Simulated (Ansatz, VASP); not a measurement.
# CaS in VASP and in Ansatz

```
Ca S
1.0
     0.00000    2.81658    2.81658
     2.81658    0.00000    2.81658
     2.81658    2.81658    0.00000
Ca S
1 1
Direct
  0.00000 0.00000 0.00000
  0.50000 0.50000 0.50000
```

Alike in both runs: functional PBEsol; k mesh 8 × 8 × 8; occupations gaussian, width 0.02 eV; no spin polarisation.

Ansatz relaxed the structure, and its values are those at the end. VASP's run is a single point on that final structure, the one shown.

```csv
,VASP,Ansatz
version,VASP 6.6.1,Ansatz 0.2.0
potentials or method,"VASP PAW PBE potentials, release 64 (Ca_sv, S), cutoff 500 eV","scalar-relativistic, plane waves, PAW"
valence electrons in the cell,16,16
```

VASP gave:

```
gap on the k mesh at the Fermi level (eV) : 2.15
least direct gap on the mesh (eV)         : 3.00
pressure (GPa)                            : 0.2
```

Which values does Ansatz return?

gap on the k mesh at the Fermi level (eV): 2.16; least direct gap on the mesh (eV): 3.00; pressure (GPa): 0.0.

VASP's potentials were made for PBE, not for PBEsol.
